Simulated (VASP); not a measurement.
# Al2Au (Fm-3m) in VASP: single point with PBE+D3(BJ)

Aim: the single point of Al2Au with PBE+D3(BJ).

Program: VASP 6.6.1. These are calculated values, not measurements. Logs are shortened: lines on timing, memory, paths and dates and some standing lists are left out, and cuts for length are marked.

## 1. The cell of the first run

The structure is cubic, space group Fm-3m (No. 225). The conventional cell has a = 6.000 Å, b = 6.000 Å, c = 6.000 Å, α = 90.00°, β = 90.00°, γ = 90.00°. Al (site symmetry -43m) has 4 Au at 2.60 Å and 6 Al at 3.00 Å within 3.4 Å. Within 3.4 Å of Au (site symmetry m-3m) lie 8 Al at 2.60 Å.

## 2. Single point, PBE+D3(BJ), collinear spin, zero start

File INCAR:

```
SYSTEM = Al2Au
ALGO = Normal
EDIFF = 1E-6
ENCUT = 520
GGA = PE
ISIF = 2
ISMEAR = 1
ISPIN = 2
ISYM = 0
IVDW = 12
LASPH = .TRUE.
LCHARG = .TRUE.
LELF = .TRUE.
LMAXMIX = 4
LORBIT = 11
LREAL = .FALSE.
LVHAR = .TRUE.
LWAVE = .FALSE.
MAGMOM = 0 0 0
NBANDS = 20
NELM = 150
PREC = Accurate
SIGMA = 0.02
```

File KPOINTS:

```
Automatic mesh
0
Gamma
  8 8 8
  0.5 0.5 0.5
```

File POSCAR:

```
Al2Au
1.0
    0.0000000000      3.0000000000      3.0000000000
    3.0000000000      0.0000000000      3.0000000000
    3.0000000000      3.0000000000      0.0000000000
Al Au
2 1
Direct
    0.2500000000      0.2500000000      0.2500000000
    0.7500000000      0.7500000000      0.7500000000
    0.0000000000      0.0000000000      0.0000000000
```

Potentials or basis: VASP PAW PBE potentials, release 64 (Al, Au).

On the command line:

```sh
cat potpaw_PBE.64/Al/POTCAR potpaw_PBE.64/Au/POTCAR > POTCAR
mpirun -np 1 vasp_std > vasp.out
```

OUTCAR:

```text
SYSTEM = Al2Au
   EDIFF = 1E-6
   ENCUT = 520
   GGA = PE
   ISIF = 2
   ISMEAR = 1
   ISPIN = 2
   ISYM = 0
   IVDW = 12
   LASPH = .TRUE.
   LORBIT = 11
   LREAL = .FALSE.
   NELM = 150
   PREC = Accurate
 IVDW          = 12

 ion  position               nearest neighbor table
   1  0.250  0.250  0.250-   3 2.60   3 2.60   3 2.60   3 2.60   2 3.00   2 3.00   2 3.00   2 3.00
                             2 3.00   2 3.00
   2  0.750  0.750  0.750-   3 2.60   3 2.60   3 2.60   3 2.60   1 3.00   1 3.00   1 3.00   1 3.00
                             1 3.00   1 3.00
   3  0.000  0.000  0.000-   2 2.60   2 2.60   2 2.60   1 2.60   2 2.60   1 2.60   1 2.60   1 2.60

IMPORTANT INFORMATION: All symmetrisations will be switched off!
NOSYMM: (Re-)initialisation of all symmetry stuff for point group C_1.

----------------------------------------------------------------------------------------

                                     Primitive cell

  volume of cell :      54.0000

  direct lattice vectors                    reciprocal lattice vectors
     0.000000000  3.000000000  3.000000000    -0.166666667  0.166666667  0.166666667
     3.000000000  0.000000000  3.000000000     0.166666667 -0.166666667  0.166666667
     3.000000000  3.000000000  0.000000000     0.166666667  0.166666667 -0.166666667

  length of vectors
     4.242640687  4.242640687  4.242640687     0.288675135  0.288675135  0.288675135

  position of ions in fractional coordinates (direct lattice)
     0.250000000  0.250000000  0.250000000
     0.750000000  0.750000000  0.750000000
     0.000000000  0.000000000  0.000000000

  ion indices of the primitive-cell ions
   primitive index   ion index
                 1           1
                 2           2
                 3           3

----------------------------------------------------------------------------------------

 KPOINTS: Automatic mesh

Automatic generation of k-mesh.
 Grid dimensions read from file:
 generate k-points for:    8    8    8

 Generating k-lattice:

  Cartesian coordinates                     Fractional coordinates (reciprocal lattice)
    -0.020833333  0.020833333  0.020833333     0.125000000  0.000000000  0.000000000
     0.020833333 -0.020833333  0.020833333     0.000000000  0.125000000  0.000000000
     0.020833333  0.020833333 -0.020833333     0.000000000  0.000000000  0.125000000

  Length of vectors
     0.036084392  0.036084392  0.036084392

  Shift w.r.t. Gamma in fractional coordinates (k-lattice)
     0.500000000  0.500000000  0.500000000

 Subroutine IBZKPT returns following result:
 ===========================================

 Found   1024 irreducible k-points:

 Following reciprocal coordinates:
            Coordinates               Weight
  0.062500  0.062500  0.062500      2.000000
  0.062500  0.000000  0.000000      2.000000
  0.000000  0.000000 -0.062500      2.000000
  0.000000  0.062500  0.000000      2.000000
  0.187500  0.062500  0.062500      2.000000
  0.062500  0.187500  0.062500      2.000000
[... 16 lines left out ...]
  0.000000  0.250000 -0.062500      2.000000
  0.250000  0.000000 -0.062500      2.000000
 [... further k-points ...]
   k-points           NKPTS =   1024   k-points in BZ     NKDIM =   1024   number of bands    NBANDS=     20
   number of dos      NEDOS =    301   number of ions     NIONS =      3
   total plane-waves  NPLWV =  32768
   dimension x,y,z NGX =    32 NGY =   32 NGZ =   32
   dimension x,y,z NGXF=    64 NGYF=   64 NGZF=   64
   ions per type =               2   1
   NGX,Y,Z   is equivalent  to a cutoff of  12.54, 12.54, 12.54 a.u.
   NGXF,Y,Z  is equivalent  to a cutoff of  25.08, 25.08, 25.08 a.u.
 SYSTEM =  Al2Au
   PREC   = accura    normal or accurate (medium, high low for compatibility)
   ISTART =      0    job   : 0-new  1-cont  2-samecut
   ICHARG =      2    charge: 1-file 2-atom 10-const
   ISPIN  =      2    spin polarized calculation?
   LNONCOLLINEAR =      F non collinear calculations
   LSORBIT =      F    spin-orbit coupling
   LASPH  =      T    aspherical Exc in radial PAW
   ENCUT  =  520.0 eV  38.22 Ry    6.18 a.u.   7.89  7.89  7.89*2*pi/ulx,y,z
   NELM   =    150;   NELMIN=  2; NELMDL= -5     # of ELM steps
   EDIFF  = 0.1E-05   stopping-criterion for ELM
   LREAL  =      F    real-space projection
   EDIFFG = 0.1E-04   stopping-criterion for IOM
   NSW    =      0    number of steps for IOM
   IBRION =     -1    ionic relax: 0-MD 1-quasi-New 2-CG
   NFREE  =      0    steps in history (QN), initial steepest desc. (CG)
   ISIF   =      2    stress and relaxation
   ISYM   =      0    0-nonsym 1-usesym 2-fastsym
   POTIM  = 0.5000    time-step for ionic-motion
   TEBEG  =    0.0;   TEEND  =   0.0 temperature during run
   PSTRESS=    0.0 pullay stress
   NELECT =      17.0000    total number of electrons
   NUPDOWN=      -1.0000    fix difference up-down
   EMIN   =  10.00;   EMAX   =-10.00  energy-range for DOS
   EFERMI =   0.00;   METHOD = LEGACY
   ISMEAR =     1;   SIGMA  =   0.02  broadening in eV -4-tet -1-fermi 0-gaus
   EFERMI_NEDOS =   21; number of points for ismear=-14 and -15
   IALGO  =     38    algorithm
   IMIX   =      4    mixing-type and parameters
     AMIX     =   0.40;   BMIX     =  1.00
     AMIX_MAG =   1.60;   BMIX_MAG =  1.00
  volume/ion in A,a.u.               =      18.00       121.47
  Fermi-wavevector in a.u.,A,eV,Ry     =   1.113679  2.104547 16.875035  1.240280
  Thomas-Fermi vector in A             =   2.250266
   LORBIT       =     11    0 simple, 1 ext, 2 COOP (PROOUT), +10 PAW based schemes
   GGA     = PE    functional components
   LHFCALC =     F    Hartree Fock is set to
   AEXX    =    0.0000 exact exchange contribution
   IVDW    =    12    specifies the selected vdW correction
   LEPSILON=     F    determine dielectric tensor
   LRPA    =     F    only Hartree local field effects (RPA)
 spin polarized calculation
 Methfessel and Paxton  Order N= 1 SIGMA  =   0.02
  energy-cutoff  :      520.00
  volume of cell :       54.00
 maximum number of plane-waves:      1465
   NGX = 15   NGY = 15   NGZ = 15

 number of electron      17.0000001 magnetization       0.0000001

 number of electron      17.0000001 magnetization      -0.0000002

 Free energy of the ion-electron system (eV)
  ---------------------------------------------------
  ext. energy  EPLUGINS =         0.00000000
  ---------------------------------------------------
  free energy    TOTEN  =       -11.99952412 eV

  energy without entropy =      -11.99948633  energy(sigma->0) =      -11.99951153

 E-fermi :   7.8501     XC(G=0): -10.5258

 val. band max:        7.8330541076   @ k =   0.0625   0.0625  -0.4375
 cond. band min:       7.8542792255   @ k =  -0.4375   0.4375   0.4375
 fundamental gap:      0.0212251179
 Fermi energy:         7.8500926972

 spin component 1

 k-point     1 :       0.0625    0.0625    0.0625
  band No.  band energies     occupation
      1      -2.7037      1.00000
      2       1.1777      1.00000
      3       1.2085      1.00000
      4       1.2085      1.00000
      5       2.1492      1.00000
      6       2.1492      1.00000
[... 12 lines left out ...]
     19      16.2961      0.00000
     20      19.3456      0.00000

 k-point     2 :       0.0625    0.0000    0.0000
  band No.  band energies     occupation
      1      -2.7037      1.00000
      2       1.1777      1.00000
      3       1.2085      1.00000
      4       1.2085      1.00000
      5       2.1492      1.00000
      6       2.1492      1.00000
[... 12 lines left out ...]
     19      16.2961      0.00000
     20      19.3456      0.00000

 k-point     3 :       0.0000    0.0000   -0.0625
  band No.  band energies     occupation
      1      -2.7037      1.00000
      2       1.1777      1.00000
      3       1.2085      1.00000
      4       1.2085      1.00000
      5       2.1492      1.00000
      6       2.1492      1.00000
[... 12 lines left out ...]
     19      16.2961      0.00000
     20      19.3456      0.00000

 k-point     4 :       0.0000    0.0625    0.0000
  band No.  band energies     occupation
      1      -2.7037      1.00000
      2       1.1777      1.00000
      3       1.2085      1.00000
      4       1.2085      1.00000
      5       2.1492      1.00000
      6       2.1492      1.00000
[... 429 lines left out ...]
 k-point    23 :       0.0000    0.2500   -0.0625
  band No.  band energies     occupation
      1      -1.7957      1.00000
      2       0.9698      1.00000
      3       1.3823      1.00000
      4       1.3832      1.00000
      5       2.1062      1.00000
      6       2.2055      1.00000
[... 12 lines left out ...]
     19      19.8446      0.00000
     20      21.8680      0.00000

 k-point    24 :       0.2500    0.0000   -0.0625
  band No.  band energies     occupation
      1      -1.7957      1.00000
      2       0.9698      1.00000
      3       1.3823      1.00000
      4       1.3832      1.00000
      5       2.1062      1.00000
      6       2.2055      1.00000
[... 12 lines left out ...]
     19      19.8446      0.00000
     20      21.8680      0.00000

 [... further k-points ...]

 spin component 2

 k-point     1 :       0.0625    0.0625    0.0625
  band No.  band energies     occupation
      1      -2.7037      1.00000
      2       1.1777      1.00000
      3       1.2085      1.00000
      4       1.2085      1.00000
      5       2.1492      1.00000
      6       2.1492      1.00000
[... 12 lines left out ...]
     19      16.2961      0.00000
     20      19.3456      0.00000

 k-point     2 :       0.0625    0.0000    0.0000
  band No.  band energies     occupation
      1      -2.7037      1.00000
      2       1.1777      1.00000
      3       1.2085      1.00000
      4       1.2085      1.00000
      5       2.1492      1.00000
      6       2.1492      1.00000
[... 12 lines left out ...]
     19      16.2961      0.00000
     20      19.3456      0.00000

 k-point     3 :       0.0000    0.0000   -0.0625
  band No.  band energies     occupation
      1      -2.7037      1.00000
      2       1.1777      1.00000
      3       1.2085      1.00000
      4       1.2085      1.00000
      5       2.1492      1.00000
      6       2.1492      1.00000
[... 12 lines left out ...]
     19      16.2961      0.00000
     20      19.3456      0.00000

 k-point     4 :       0.0000    0.0625    0.0000
  band No.  band energies     occupation
      1      -2.7037      1.00000
      2       1.1777      1.00000
      3       1.2085      1.00000
      4       1.2085      1.00000
      5       2.1492      1.00000
      6       2.1492      1.00000
[... 429 lines left out ...]
 k-point    23 :       0.0000    0.2500   -0.0625
  band No.  band energies     occupation
      1      -1.7957      1.00000
      2       0.9698      1.00000
      3       1.3823      1.00000
      4       1.3832      1.00000
      5       2.1062      1.00000
      6       2.2055      1.00000
[... 12 lines left out ...]
     19      19.8446      0.00000
     20      21.8680      0.00000

 k-point    24 :       0.2500    0.0000   -0.0625
  band No.  band energies     occupation
      1      -1.7957      1.00000
      2       0.9698      1.00000
      3       1.3823      1.00000
      4       1.3832      1.00000
      5       2.1062      1.00000
      6       2.2055      1.00000
[... 12 lines left out ...]
     19      19.8446      0.00000
     20      21.8680      0.00000

 [... further k-points ...]

------------------------ aborting loop because EDIFF is reached ----------------------------------------

 Edisp (eV)   -1.20683

 E8    (eV) :    -0.5440

  FORCE on cell =-STRESS in cart. coord.  units (eV):
  Direction    XX          YY          ZZ          XY          YZ          ZX
  --------------------------------------------------------------------------------------
  -------------------------------------------------------------------------------------
  Total      -0.22947    -0.22947    -0.22947    -0.00000    -0.00000    -0.00000
  in kB      -6.80823    -6.80822    -6.80823    -0.00003    -0.00001    -0.00002
  external pressure =       -6.81 kB  Pullay stress =        0.00 kB

 VOLUME and BASIS-vectors are now :
 -----------------------------------------------------------------------------
  energy-cutoff  :      520.00
  volume of cell :       54.00
      direct lattice vectors                 reciprocal lattice vectors
     0.000000000  3.000000000  3.000000000    -0.166666667  0.166666667  0.166666667
     3.000000000  0.000000000  3.000000000     0.166666667 -0.166666667  0.166666667
     3.000000000  3.000000000  0.000000000     0.166666667  0.166666667 -0.166666667

 POSITION                                       TOTAL-FORCE (eV/Angst)
 -----------------------------------------------------------------------------------
      1.50000      1.50000      1.50000         0.000000      0.000000      0.000000
      4.50000      4.50000      4.50000        -0.000000     -0.000000     -0.000000
      0.00000      0.00000      0.00000         0.000000     -0.000000      0.000000
 -----------------------------------------------------------------------------------
    total drift:                                0.000000     -0.000000      0.000000

  FREE ENERGIE OF THE ION-ELECTRON SYSTEM (eV)
  ---------------------------------------------------
  free  energy   TOTEN  =       -13.2063559915 eV

  energy  without entropy=      -13.2063181964  energy(sigma->0) =      -13.20634339

 total charge

# of ion       s       p       d       tot
------------------------------------------
    1        0.395   0.358   0.000   0.753
    2        0.395   0.358   0.000   0.753
    3        0.755   0.700   8.547  10.001
--------------------------------------------------
tot          1.545   1.416   8.547  11.508

 magnetization (x)

# of ion       s       p       d       tot
------------------------------------------
    1       -0.000  -0.000   0.000  -0.000
    2       -0.000  -0.000   0.000  -0.000
    3        0.000  -0.000  -0.000  -0.000
--------------------------------------------------
tot         -0.000  -0.000  -0.000  -0.000
```

Run time: 33 min. Hardware: 1 thread of Intel Xeon 8259CL, shared host; peak memory 1.5 GiB.

Results:

| Property | Result |
| --- | --- |
| Free energy | -13.2064 eV |
| Pressure | -0.7 GPa |
| Net moment | 0.00 μB per cell |
| Valence electrons inside the program's atomic spheres | Al 0.75; Au 10.00 |
| Dispersion energy per atom | -0.402 eV |

Levels at points of the mesh, in eV from the Fermi level:
Spin up:
| k point | band 5 | band 6 | band 7 | band 8 | band 9 | band 10 | band 11 | band 12 | band 13 | band 14 |
| --- | --- | --- | --- | --- | --- | --- | --- | --- | --- | --- |
| (0.06, 0.06, 0.06) | -5.70 | -5.70 | 1.80 | 2.39 | 2.66 | 2.66 | 4.13 | 4.13 | 4.57 | 5.54 |
Spin down:
```csv
k point,band 7,band 8,band 9,band 10,band 11,band 12
"(0.06, 0.06, 0.06)",1.80,2.39,2.66,2.66,4.13,4.13
```

Caveat: spin-orbit coupling is left out, which moves the levels of the heavy elements.
